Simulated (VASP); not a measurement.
# C (R-3m) in VASP: single point with PBE+D3(BJ)

Aim: the single point of C with PBE+D3(BJ).

All numbers are computed with VASP 6.6.1; they aren't measurements. Logs are shortened: lines on timing, memory, paths and dates and some standing lists are left out, and cuts for length are marked.

### 1 The cell of the first run

The structure is trigonal, space group R-3m (No. 166). Conventional cell: a = 2.465 Å, b = 2.465 Å, c = 62.420 Å, α = 90.00°, β = 90.00°, γ = 120.00°. C (site symmetry 3m) has 3 C at 1.42 Å within 1.9 Å. Within 1.9 Å of C (site symmetry 3m) lie 3 C at 1.42 Å. Within 1.9 Å of C (site symmetry 3m) lie 3 C at 1.42 Å. Within 1.9 Å of C (site symmetry 3m) lie 3 C at 1.42 Å. C (site symmetry 3m) has 3 C at 1.42 Å within 1.9 Å. C (site symmetry 3m) has 3 C at 1.42 Å within 1.9 Å.

### 2 Single point, PBE+D3(BJ) (the part above a cut slid along it)

File INCAR:

```
  PREC = Accurate
  ENCUT = 600
  EDIFF = 1E-6
  ISMEAR = 0
  SIGMA = 0.03
  LREAL = False
  LASPH = True
  NELM = 120
  ALGO = Normal
  ISIF = 2
  LWAVE = False
  LCHARG = False
  GGA = PE
  IVDW = 12
  ISYM = 0
  NBANDS = 36
  GGA_COMPAT = False
```

File KPOINTS:

```
regular mesh
0
Gamma
  15 15 2
```

File POSCAR:

```
C
1.0
   -2.4647935466      0.0000000000      0.0000000000
   -1.2323967733     -2.1345738265      0.0000000000
   -2.4647935466     -1.4230492176     20.8066193286
C
12
Direct
    0.5014634263      0.5014634263      0.2478048605
    0.3903523152      0.3903523152      0.9144715272
   -0.0540921292     -0.0540921292      0.5811381939
    0.6096254626      0.6096254626      0.0855618061
    0.4985143515      0.4985143515      0.7522284728
    0.0540699070      0.0540699070      0.4188951395
    0.3874163025      0.3874163025      0.4188755462
    0.9429718581     -0.0570281419      0.0855422129
   -0.1681392530     -0.1681392530      0.7522088796
    0.0570059197      0.0570059197      0.9144911204
    0.6125614753     -0.3874385247      0.5811577871
    0.1681170308      0.1681170308      0.2478244538
```

Potentials or basis: VASP PAW PBE potentials, release 64 (C).

On the command line:

```sh
> cat potpaw_PBE.64/C/POTCAR > POTCAR
> mpirun -np 1 vasp_std > vasp.out
```

OUTCAR:

```text
PREC = Accurate
   ENCUT = 600
   EDIFF = 1E-6
   ISMEAR = 0
   LREAL = False
   LASPH = True
   NELM = 120
   ISIF = 2
   GGA = PE
   IVDW = 12
   ISYM = 0
 IVDW          = 12

 ion  position               nearest neighbor table
   1  0.501  0.501  0.248-  12 1.42  12 1.42  12 1.42
   2  0.390  0.390  0.914-  10 1.42  10 1.42  10 1.42
   3  0.946  0.946  0.581-  11 1.42  11 1.42  11 1.42
   4  0.610  0.610  0.086-   8 1.42   8 1.42   8 1.42
   5  0.499  0.499  0.752-   9 1.42   9 1.42   9 1.42
   6  0.054  0.054  0.419-   7 1.42   7 1.42   7 1.42
   7  0.387  0.387  0.419-   6 1.42   6 1.42   6 1.42
   8  0.943  0.943  0.086-   4 1.42   4 1.42   4 1.42
   9  0.832  0.832  0.752-   5 1.42   5 1.42   5 1.42
  10  0.057  0.057  0.914-   2 1.42   2 1.42   2 1.42
  11  0.613  0.613  0.581-   3 1.42   3 1.42   3 1.42
  12  0.168  0.168  0.248-   1 1.42   1 1.42   1 1.42

IMPORTANT INFORMATION: All symmetrisations will be switched off!
NOSYMM: (Re-)initialisation of all symmetry stuff for point group C_1.

----------------------------------------------------------------------------------------

                                     Primitive cell

  volume of cell :     109.4695

  direct lattice vectors                    reciprocal lattice vectors
    -2.464793547  0.000000000  0.000000000    -0.405713493  0.234238795 -0.032041085
    -1.232396773 -2.134573827  0.000000000     0.000000000 -0.468477589 -0.032041085
    -2.464793547 -1.423049218 20.806619329     0.000000000  0.000000000  0.048061628

  length of vectors
     2.464793547  2.464793547 21.000373430     0.469572021  0.469572021  0.048061628

  position of ions in fractional coordinates (direct lattice)
     0.501463426  0.501463426  0.247804860
     0.390352315  0.390352315  0.914471527
     0.945907871  0.945907871  0.581138194
     0.609625463  0.609625463  0.085561806
     0.498514351  0.498514351  0.752228473
     0.054069907  0.054069907  0.418895140
     0.387416303  0.387416303  0.418875546
     0.942971858  0.942971858  0.085542213
     0.831860747  0.831860747  0.752208880
     0.057005920  0.057005920  0.914491120
     0.612561475  0.612561475  0.581157787
     0.168117031  0.168117031  0.247824454

  ion indices of the primitive-cell ions
   primitive index   ion index
                 1           1
                 2           2
                 3           3
                 4           4
                 5           5
                 6           6
                 7           7
                 8           8
[... 109 lines left out ...]
   NELECT =      48.0000    total number of electrons
   NUPDOWN=      -1.0000    fix difference up-down
   EMIN   =  10.00;   EMAX   =-10.00  energy-range for DOS
   EFERMI =   0.00;   METHOD = LEGACY
   ISMEAR =     0;   SIGMA  =   0.03  broadening in eV -4-tet -1-fermi 0-gaus
   EFERMI_NEDOS =   21; number of points for ismear=-14 and -15
   IALGO  =     38    algorithm
   IMIX   =      4    mixing-type and parameters
     AMIX     =   0.40;   BMIX     =  1.00
     AMIX_MAG =   1.60;   BMIX_MAG =  1.00
  volume/ion in A,a.u.               =       9.12        61.56
  Fermi-wavevector in a.u.,A,eV,Ry     =   1.243724  2.350298 21.046178  1.546850
  Thomas-Fermi vector in A             =   2.378023
   LORBIT       =      0    0 simple, 1 ext, 2 COOP (PROOUT), +10 PAW based schemes
   GGA     = PE    functional components
   LHFCALC =     F    Hartree Fock is set to
   AEXX    =    0.0000 exact exchange contribution
   IVDW    =    12    specifies the selected vdW correction
   LEPSILON=     F    determine dielectric tensor
   LRPA    =     F    only Hartree local field effects (RPA)
 non-spin polarized calculation
 Gauss-broadening in eV      SIGMA  =   0.03
  energy-cutoff  :      600.00
  volume of cell :      109.47
 maximum number of plane-waves:      3722
   NGX =  9   NGY =  9   NGZ = 83

 number of electron      47.9999999 magnetization

 Free energy of the ion-electron system (eV)
  ---------------------------------------------------
  ext. energy  EPLUGINS =         0.00000000
  ---------------------------------------------------
  free energy    TOTEN  =      -110.59363982 eV

  energy without entropy =     -110.59333892  energy(sigma->0) =     -110.59348937

 E-fermi :   4.3941     XC(G=0): -10.0893

 val. band max:        4.3940050430   @ k =  -0.3333   0.3333   0.0000
 cond. band min:       4.3941806842   @ k =  -0.3333   0.3333   0.5000
 fundamental gap:      0.0001756412
 Fermi energy:         4.3940944290

 k-point     1 :       0.0000    0.0000    0.0000
  band No.  band energies     occupation
      1     -15.2312      2.00000
      2     -15.1786      2.00000
      3     -15.1774      2.00000
      4     -15.0527      2.00000
      5     -15.0520      2.00000
      6     -14.9946      2.00000
[... 925 lines left out ...]
     35      13.0999      0.00000
     36      14.4163      0.00000

 [... further k-points ...]

------------------------ aborting loop because EDIFF is reached ----------------------------------------

 Edisp (eV)   -1.80425

 E8    (eV) :    -0.5092

  FORCE on cell =-STRESS in cart. coord.  units (eV):
  Direction    XX          YY          ZZ          XY          YZ          ZX
  --------------------------------------------------------------------------------------
  -------------------------------------------------------------------------------------
  Total       0.18554     0.18556    -0.42546    -0.00002     0.00002     0.00004
  in kB       2.71553     2.71586    -6.22700    -0.00030     0.00029     0.00052
  external pressure =       -0.27 kB  Pullay stress =        0.00 kB

 VOLUME and BASIS-vectors are now :
 -----------------------------------------------------------------------------
  energy-cutoff  :      600.00
  volume of cell :      109.47
      direct lattice vectors                 reciprocal lattice vectors
    -2.464793547  0.000000000  0.000000000    -0.405713493  0.234238795 -0.032041085
    -1.232396773 -2.134573827  0.000000000     0.000000000 -0.468477589 -0.032041085
    -2.464793547 -1.423049218 20.806619329     0.000000000  0.000000000  0.048061628

 POSITION                                       TOTAL-FORCE (eV/Angst)
 -----------------------------------------------------------------------------------
     -2.46479     -1.42305      5.15598         0.000039      0.000026     -0.002478
     -3.69719     -2.13457     19.02706         0.000052      0.000031      0.013136
     -4.92959     -2.84610     12.09152        -0.000113     -0.000066      0.002219
     -2.46479     -1.42305      1.78025        -0.000054     -0.000032     -0.013111
     -3.69719     -2.13457     15.65133        -0.000043     -0.000029      0.002499
     -1.23240     -0.71152      8.71579         0.000112      0.000071     -0.002271
     -2.46479     -1.42305      8.71538        -0.000009     -0.000011     -0.000826
     -3.69719     -2.13457      1.77984        -0.000030     -0.000018     -0.030445
     -4.92959     -2.84610     15.65092         0.000022      0.000014     -0.003686
     -2.46479     -1.42305     19.02747         0.000033      0.000019      0.030475
     -3.69719     -2.13457     12.09193         0.000013      0.000009      0.000784
     -1.23240     -0.71152      5.15639        -0.000022     -0.000015      0.003703
 -----------------------------------------------------------------------------------
    total drift:                               -0.000002     -0.000003      0.000037

  FREE ENERGIE OF THE ION-ELECTRON SYSTEM (eV)
  ---------------------------------------------------
  free  energy   TOTEN  =      -112.3978947784 eV

  energy  without entropy=     -112.3975938800  energy(sigma->0) =     -112.39774433
```

OSZICAR:

```text
N       E                     dE             d eps       ncg     rms          rms(c)
DAV:   1     0.202818411063E+03    0.20282E+03   -0.26230E+04 16280   0.138E+03
DAV:   2    -0.101507540654E+03   -0.30433E+03   -0.28639E+03 21680   0.275E+02
DAV:   3    -0.117504511421E+03   -0.15997E+02   -0.15850E+02 20160   0.607E+01
DAV:   4    -0.117760406255E+03   -0.25589E+00   -0.25538E+00 20568   0.875E+00
DAV:   5    -0.117767630731E+03   -0.72245E-02   -0.72196E-02 20980   0.140E+00    0.154E+01
DAV:   6    -0.112317588681E+03    0.54500E+01   -0.53388E+00 19504   0.930E+00    0.901E+00
DAV:   7    -0.110575005809E+03    0.17426E+01   -0.64460E+00 19524   0.103E+01    0.235E+00
DAV:   8    -0.110593035921E+03   -0.18030E-01   -0.24138E-01 18840   0.195E+00    0.198E-01
DAV:   9    -0.110592907775E+03    0.12815E-03   -0.51366E-03 20916   0.335E-01    0.102E-01
DAV:  10    -0.110593619845E+03   -0.71207E-03   -0.99424E-04 19804   0.153E-01    0.705E-02
DAV:  11    -0.110593637325E+03   -0.17481E-04   -0.32430E-05 22056   0.283E-02    0.785E-03
DAV:  12    -0.110593639265E+03   -0.19396E-05   -0.23251E-06 17444   0.836E-03    0.478E-03
DAV:  13    -0.110593639819E+03   -0.55434E-06   -0.12092E-06 16364   0.609E-03
   1 F= -.11239789E+03 E0= -.11239774E+03  d E =-.300898E-03
```

stdout:

```text
POSCAR found type information on POSCAR C
 POSCAR found :  1 types and      12 ions
 scaLAPACK will be used
 LDA part: xc-table for (Slater+PW92), standard interpolation
 -----------------------------------------------------------------------------
|                                                                             |
|           W    W    AA    RRRRR   N    N  II  N    N   GGGG   !!!           |
|           W    W   A  A   R    R  NN   N  II  NN   N  G    G  !!!           |
|           W    W  A    A  R    R  N N  N  II  N N  N  G       !!!           |
|           W WW W  AAAAAA  RRRRR   N  N N  II  N  N N  G  GGG   !            |
|           WW  WW  A    A  R   R   N   NN  II  N   NN  G    G                |
|           W    W  A    A  R    R  N    N  II  N    N   GGGG   !!!           |
|                                                                             |
|     Your reciprocal lattice and k-lattice belong to different lattice       |
|     classes:                                                                |
|                                                                             |
|        The reciprocal lattice is rhombohedral (trigonal),                   |
|        whereas your k-lattice is base-centered monoclinic.                  |
|                                                                             |
|     Results are often still useful ...                                      |
|                                                                             |
 -----------------------------------------------------------------------------

 POSCAR, INCAR and KPOINTS ok, starting setup
 FFT: planning ... GRIDC
 FFT: planning ... GRID_SOFT
 FFT: planning ... GRID
 WAVECAR not read
 entering main loop
```

Run time: 15 min. Hardware: 1 thread of Oxide Virtual Turin-like, shared host; peak memory 0.71 GiB.

Results:

- Free energy: -112.3979 eV
- Pressure: 0.0 GPa
- Largest force: 0.030 eV/Å
- Band gap on the k mesh: zero (filled and empty bands touch)
- Dispersion energy per atom: -0.150 eV

Forces on the atoms (eV/Å):
```
C    0.000  0.000 -0.002
C    0.000  0.000  0.013
C    0.000  0.000  0.002
C    0.000  0.000 -0.013
C    0.000  0.000  0.002
C    0.000  0.000 -0.002
C    0.000  0.000 -0.001
C    0.000  0.000 -0.030
C    0.000  0.000 -0.004
C    0.000  0.000  0.030
C    0.000  0.000  0.001
C    0.000  0.000  0.004
```

Caveat: the cell differs from its parent crystal (the part above a cut slid along it).
